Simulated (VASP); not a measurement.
Wanted: the native input for a VASP 6.6.1 run.

| Property | Result |
| --- | --- |
| Task | relaxation of shape and atoms at fixed volume |
| Functional | PBEsol |
| Potentials or basis | VASP PAW PBE potentials, release 64 (Ta_pv, C) |
| Cutoff | 600 eV |
| k mesh | 18 × 18 × 8 |
| Occupations | fermi-dirac, width 0.15 eV |
| Spin | no spin polarisation |
| Dipole correction | no |
| Further INCAR settings | ALGO = Normal; EDIFF = 1e-07; IBRION = 2; EDIFFG = -0.001; NSW = 80; ISIF = 4 |

The structure of Ta2C lies in POSCAR:

```
Ta2C
1.0
    3.0751071331      0.0000000000      0.0000000000
   -1.5375535666      2.6631208966      0.0000000000
    0.0000000000      0.0000000000      4.8871517861
Ta C
2 1
Direct
    0.3333333333      0.6666666667      0.2528276349
    0.6666666667      0.3333333333      0.7471723651
    0.0000000000      0.0000000000      0.0000000000
```

One way to write it, as run:

INCAR

```
ALGO     = Normal         # electronic algorithm
EDIFF    = 1E-7           # SCF threshold, eV
EDIFFG   = -0.001         # ionic threshold
ENCUT    = 600            # plane-wave cutoff, eV
GGA      = PS             # functional
IBRION   = 2              # ionic algorithm
ISIF     = 4              # what is computed and relaxed
ISMEAR   = -1             # smearing method
LASPH    = T              # aspherical terms in the spheres
LCHARG   = F              # write CHGCAR
LREAL    = F              # projectors in reciprocal space
LWAVE    = F              # write WAVECAR
NELM     = 60             # most SCF steps
NSW      = 80             # ionic steps
PREC     = Accurate       # precision mode
SIGMA    = 0.15           # smearing width, eV
```

KPOINTS

```
k-points
0
Gamma
  18 18 8
```

Potentials or basis: VASP PAW PBE potentials, release 64 (Ta_pv, C).

Command:

```console
$ cat potpaw_PBE.64/Ta_pv/POTCAR potpaw_PBE.64/C/POTCAR > POTCAR
$ mpirun -np 1 vasp_std > vasp.out
```

It gave:

```yaml
Energy_gained_by_relaxing: 0.5 meV/atom
Ionic_steps: 12
Pressure_after_relaxing: 6.1 GPa
Band_gap_on_the_k_mesh: zero (bands 13 and 14 overlap by 0.83 eV)
```

Caveat: the PAW data sets were made with another functional, which shifts forces and pressure a little; spin-orbit coupling is left out, which moves the levels of the heavy elements.

Wall time 30 min on 1 thread of Intel Xeon 8259CL (shared host), peak memory 0.36 GiB.
